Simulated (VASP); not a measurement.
# Ta (P6/mmm) in VASP: single point with r2SCAN

Aim: the single point of Ta with r2SCAN.

All numbers are computed with VASP 6.6.1; they aren't measurements. Logs are shortened: lines on timing, memory, paths and dates and some standing lists are left out, and cuts for length are marked.

### Step 1. The cell of the first run

It takes space group P6/mmm (No. 191, hexagonal). The conventional cell has a = 2.878 Å, b = 2.878 Å, c = 2.715 Å, α = 90.00°, β = 90.00°, γ = 120.00°. Within 3.6 Å of Ta (site symmetry 6/mmm) lie 8 Ta at 2.71 to 2.88 Å.

This isn't the form of Ta at room conditions, which is bcc.

### Step 2. Single point, r2SCAN

Contents of POSCAR:

```
Ta
1.0
    2.8779375477      0.0000000000      0.0000000000
   -1.4389687738      2.4923670268      0.0000000000
    0.0000000000      0.0000000000      2.7146033453
Ta
1
Direct
    0.0000000000      0.0000000000      0.0000000000
```

Contents of INCAR.step1:

```
SYSTEM = Ta
PREC     = Accurate       ! precision mode
ENCUT    = 520            ! plane-wave cutoff, eV
ISMEAR   = 0              ! smearing method
SIGMA    = 0.1            ! smearing width, eV
LREAL    = .False.        ! projectors in reciprocal space
LASPH    = .True.         ! aspherical terms in the spheres
NELM     = 60             ! most SCF steps
NBANDS   = 12             ! bands
GGA      = PE             ! functional
ALGO     = Normal         ! electronic algorithm
EDIFF    = 1E-4           ! SCF threshold, eV
LWAVE    = .True.         ! write WAVECAR
LCHARG   = .False.        ! write CHGCAR
```

Contents of INCAR.step2:

```
SYSTEM = Ta
PREC     = Accurate       ! precision mode
ENCUT    = 520            ! plane-wave cutoff, eV
EDIFF    = 1E-7           ! SCF threshold, eV
ISMEAR   = 0              ! smearing method
SIGMA    = 0.1            ! smearing width, eV
LREAL    = .False.        ! projectors in reciprocal space
LASPH    = .True.         ! aspherical terms in the spheres
NELM     = 60             ! most SCF steps
ALGO     = Normal         ! electronic algorithm
ISIF     = 2              ! what is computed and relaxed
LWAVE    = .False.        ! write WAVECAR
LCHARG   = .True.         ! write CHGCAR
METAGGA  = R2SCAN         ! meta-GGA
LMIXTAU  = .True.       
LELF     = .True.         ! ELF
LVHAR    = .True.       
NBANDS   = 12             ! bands
ISTART   = 1
```

Contents of KPOINTS:

```
regular mesh
0
Gamma
  21 21 20
  0 0 0
```

Potentials or basis: VASP PAW PBE potentials, release 64 (Ta_pv).

Launch:

```bash
$ cat potpaw_PBE.64/Ta_pv/POTCAR > POTCAR
$ cp INCAR.step1 INCAR
$ mpirun -np 1 vasp_std > vasp.out
$ cp INCAR.step2 INCAR
$ mpirun -np 1 vasp_std > vasp.out
```

OUTCAR:

```text
SYSTEM = Ta
   PREC = Accurate
   ENCUT = 520
   EDIFF = 1E-7
   ISMEAR = 0
   LREAL = .False.
   LASPH = .True.
   NELM = 60
   ISIF = 2
   METAGGA = R2SCAN
   ISTART = 1

 ion  position               nearest neighbor table
   1  0.000  0.000  0.000-

  LATTYP: Found a hexagonal cell.
 ALAT       =     2.8779375477
 C/A-ratio  =     0.9432460921

  Lattice vectors:

 A1 = (   2.8779375477,   0.0000000000,   0.0000000000)
 A2 = (  -1.4389687738,   2.4923670268,   0.0000000000)
 A3 = (   0.0000000000,   0.0000000000,   2.7146033453)

Analysis of symmetry for initial positions (statically):
=====================================================================
 Subroutine PRICEL returns:
 Original cell was already a primitive cell.

 Routine SETGRP: Setting up the symmetry group for a
 hexagonal supercell.

 Subroutine GETGRP returns: Found 24 space group operations
 (whereof 24 operations were pure point group operations)
 out of a pool of 24 trial point group operations.

The static configuration has the point symmetry D_6h.

Analysis of symmetry for dynamics (positions and initial velocities):
=====================================================================
 Subroutine PRICEL returns:
 Original cell was already a primitive cell.

 Routine SETGRP: Setting up the symmetry group for a
 hexagonal supercell.

 Subroutine GETGRP returns: Found 24 space group operations
 (whereof 24 operations were pure point group operations)
 out of a pool of 24 trial point group operations.

The dynamic configuration has the point symmetry D_6h.

 Subroutine INISYM returns: Found 24 space group operations
 (whereof 24 operations are pure point group operations),
 and found     1 'primitive' translations

----------------------------------------------------------------------------------------

                                     Primitive cell

  volume of cell :      19.4715

  direct lattice vectors                    reciprocal lattice vectors
     2.877937548  0.000000000  0.000000000     0.347471056  0.200612508  0.000000000
    -1.438968774  2.492367027  0.000000000     0.000000000  0.401225016  0.000000000
     0.000000000  0.000000000  2.714603345     0.000000000  0.000000000  0.368377944

  length of vectors
     2.877937548  2.877937548  2.714603345     0.401225016  0.401225016  0.368377944

  position of ions in fractional coordinates (direct lattice)
     0.000000000  0.000000000  0.000000000

  ion indices of the primitive-cell ions
   primitive index   ion index
                 1           1

----------------------------------------------------------------------------------------

 KPOINTS: regular mesh

Automatic generation of k-mesh.
 Grid dimensions read from file:
 generate k-points for:   21   21   20

 Generating k-lattice:

  Cartesian coordinates                     Fractional coordinates (reciprocal lattice)
     0.016546241  0.009552977  0.000000000     0.047619048 -0.000000000  0.000000000
     0.000000000  0.019105953  0.000000000     0.000000000  0.047619048  0.000000000
     0.000000000  0.000000000  0.018418897     0.000000000  0.000000000  0.050000000

  Length of vectors
     0.019105953  0.019105953  0.018418897

  Shift w.r.t. Gamma in fractional coordinates (k-lattice)
     0.000000000  0.000000000  0.000000000

 Subroutine IBZKPT returns following result:
 ===========================================

 Found    528 irreducible k-points:

 Following reciprocal coordinates:
            Coordinates               Weight
  0.000000  0.000000  0.000000      1.000000
  0.047619  0.000000  0.000000      6.000000
  0.095238  0.000000  0.000000      6.000000
  0.142857  0.000000  0.000000      6.000000
  0.190476  0.000000  0.000000      6.000000
  0.238095 -0.000000  0.000000      6.000000
[... 16 lines left out ...]
  0.142857  0.095238  0.000000     12.000000
  0.190476  0.095238  0.000000     12.000000
 [... further k-points ...]
   k-points           NKPTS =    528   k-points in BZ     NKDIM =    528   number of bands    NBANDS=     12
   number of dos      NEDOS =    301   number of ions     NIONS =      1
   total plane-waves  NPLWV =  11520
   dimension x,y,z NGX =    24 NGY =   24 NGZ =   20
   dimension x,y,z NGXF=    48 NGYF=   48 NGZF=   40
   ions per type =               1
   NGX,Y,Z   is equivalent  to a cutoff of  13.86, 13.86, 12.25 a.u.
   NGXF,Y,Z  is equivalent  to a cutoff of  27.73, 27.73, 24.50 a.u.
 SYSTEM =  Ta
   PREC   = accura    normal or accurate (medium, high low for compatibility)
   ISTART =      1    job   : 0-new  1-cont  2-samecut
   ICHARG =      0    charge: 1-file 2-atom 10-const
   ISPIN  =      1    spin polarized calculation?
   LNONCOLLINEAR =      F non collinear calculations
   LSORBIT =      F    spin-orbit coupling
   LASPH  =      T    aspherical Exc in radial PAW
   ENCUT  =  520.0 eV  38.22 Ry    6.18 a.u.   5.35  5.35  5.05*2*pi/ulx,y,z
   NELM   =     60;   NELMIN=  2; NELMDL=  0     # of ELM steps
   EDIFF  = 0.1E-06   stopping-criterion for ELM
   LREAL  =      F    real-space projection
   EDIFFG = 0.1E-05   stopping-criterion for IOM
   NSW    =      0    number of steps for IOM
   IBRION =     -1    ionic relax: 0-MD 1-quasi-New 2-CG
   NFREE  =      0    steps in history (QN), initial steepest desc. (CG)
   ISIF   =      2    stress and relaxation
   ISYM   =      2    0-nonsym 1-usesym 2-fastsym
   POTIM  = 0.5000    time-step for ionic-motion
   TEBEG  =    0.0;   TEEND  =   0.0 temperature during run
   PSTRESS=    0.0 pullay stress
   NELECT =      11.0000    total number of electrons
   NUPDOWN=      -1.0000    fix difference up-down
   EMIN   =  10.00;   EMAX   =-10.00  energy-range for DOS
   EFERMI =   0.00;   METHOD = LEGACY
   ISMEAR =     0;   SIGMA  =   0.10  broadening in eV -4-tet -1-fermi 0-gaus
   EFERMI_NEDOS =   21; number of points for ismear=-14 and -15
   IALGO  =     38    algorithm
   IMIX   =      4    mixing-type and parameters
     AMIX     =   0.40;   BMIX     =  1.00
     AMIX_MAG =   1.60;   BMIX_MAG =  1.00
  volume/ion in A,a.u.               =      19.47       131.40
  Fermi-wavevector in a.u.,A,eV,Ry     =   1.353337  2.557435 24.919340  1.831520
  Thomas-Fermi vector in A             =   2.480600
   LORBIT       =      0    0 simple, 1 ext, 2 COOP (PROOUT), +10 PAW based schemes
   METAGGA = R2SCAN    functional components
   LHFCALC =     F    Hartree Fock is set to
   AEXX    =    0.0000 exact exchange contribution
   IVDW    =     0    specifies the selected vdW correction
   LEPSILON=     F    determine dielectric tensor
   LRPA    =     F    only Hartree local field effects (RPA)
 non-spin polarized calculation
 Gauss-broadening in eV      SIGMA  =   0.10
  energy-cutoff  :      520.00
  volume of cell :       19.47
 maximum number of plane-waves:       550
 NGX is ok and might be reduce to    24
   NGX = 11   NGY = 11   NGZ = 11

 number of electron      11.0000001 magnetization

 Free energy of the ion-electron system (eV)
  ---------------------------------------------------
  ext. energy  EPLUGINS =         0.00000000
  ---------------------------------------------------
  free energy    TOTEN  =       -47.88818084 eV

  energy without entropy =      -47.88363030  energy(sigma->0) =      -47.88590557

 E-fermi :   5.1594     XC(G=0): -13.2360

 val. band max:        5.1496684358   @ k =   0.4762   0.0476   0.0500
 cond. band min:       5.1613446596   @ k =   0.3810   0.1429   0.4500
 fundamental gap:      0.0116762238
 Fermi energy:         5.1593585262

 k-point     1 :       0.0000    0.0000    0.0000
  band No.  band energies     occupation
      1     -29.7218      2.00000
      2     -29.7218      2.00000
      3     -29.6541      2.00000
      4      -3.1851      2.00000
      5       1.8705      2.00000
      6       5.6941      0.00000
      7       5.6941      0.00000
      8      11.6941      0.00000
      9      11.6941      0.00000
     10      16.8232      0.00000
     11      18.3116      0.00000
     12      20.2798      0.00000

 k-point     2 :       0.0476    0.0000    0.0000
  band No.  band energies     occupation
      1     -29.7498      2.00000
      2     -29.7280      2.00000
      3     -29.6513      2.00000
      4      -3.0931      2.00000
      5       1.9116      2.00000
      6       5.5773      0.00000
      7       5.7823      0.00000
      8      11.5505      0.00000
      9      11.6741      0.00000
     10      16.8230      0.00000
     11      18.5507      0.00000
     12      20.5037      0.00000

 k-point     3 :       0.0952    0.0000    0.0000
  band No.  band energies     occupation
      1     -29.8308      2.00000
      2     -29.7459      2.00000
      3     -29.6430      2.00000
      4      -2.8239      2.00000
      5       2.0310      2.00000
      6       5.2639      0.13918
      7       6.0448      0.00000
      8      11.1658      0.00000
      9      11.6165      0.00000
     10      16.8230      0.00000
     11      19.2179      0.00000
     12      21.1247      0.00000
[... 286 lines left out ...]
 k-point    23 :       0.1429    0.0952    0.0000
  band No.  band energies     occupation
      1     -30.1585      2.00000
      2     -29.8393      2.00000
      3     -29.6070      2.00000
      4      -1.6176      2.00000
      5       2.5532      2.00000
      6       4.1829      2.00000
      7       7.3776      0.00000
      8       9.8963      0.00000
      9      11.3025      0.00000
     10      16.8227      0.00000
     11      20.2146      0.00000
     12      21.1925      0.00000

 k-point    24 :       0.1905    0.0952    0.0000
  band No.  band energies     occupation
      1     -30.3126      2.00000
      2     -29.8869      2.00000
      3     -29.5891      2.00000
      4      -1.0067      2.00000
      5       2.7432      2.00000
      6       3.8951      2.00000
      7       8.1291      0.00000
      8       9.4000      0.00000
      9      11.1445      0.00000
     10      16.8221      0.00000
     11      18.9889      0.00000
     12      21.0293      0.00000

 [... further k-points ...]

------------------------ aborting loop because EDIFF is reached ----------------------------------------

  FORCE on cell =-STRESS in cart. coord.  units (eV):
  Direction    XX          YY          ZZ          XY          YZ          ZX
  --------------------------------------------------------------------------------------
  -------------------------------------------------------------------------------------
  Total        0.0684898      0.0684898      0.0759396      0.0000000     -0.0000000      0.0000000
  in kB        5.6355554      5.6355554      6.2485457      0.0000000     -0.0000000      0.0000000
  external PRESSURE =       5.8398855 kB  Pullay stress =       0.0000000 kB

 VOLUME and BASIS-vectors are now :
 -----------------------------------------------------------------------------
  energy-cutoff  :      520.00
  volume of cell :       19.47
      direct lattice vectors                 reciprocal lattice vectors
     2.877937548  0.000000000  0.000000000     0.347471056  0.200612508  0.000000000
    -1.438968774  2.492367027  0.000000000     0.000000000  0.401225016  0.000000000
     0.000000000  0.000000000  2.714603345     0.000000000  0.000000000  0.368377944

 POSITION                                       TOTAL-FORCE (eV/Angst)
 -----------------------------------------------------------------------------------
      0.00000      0.00000      0.00000         0.000000      0.000000      0.000000
 -----------------------------------------------------------------------------------
    total drift:                                0.000000      0.000000      0.000000

  FREE ENERGIE OF THE ION-ELECTRON SYSTEM (eV)
  ---------------------------------------------------
  free  energy   TOTEN  =       -47.8881808350 eV

  energy  without entropy=      -47.8836303024  energy(sigma->0) =      -47.88590557
```

Wall time 5.9 min (1 thread of AMD EPYC 7R13, shared host); peak memory 0.24 GiB.

Results:

```yaml
Free_energy: -47.8882 eV
Pressure: 0.6 GPa
Band_gap_on_the_k_mesh: zero (an odd number of electrons rules out a gap without spin polarisation)
```

Caveat: the PAW data sets were made with another functional, which shifts forces and pressure a little; spin-orbit coupling is left out, which moves the levels of the heavy elements.
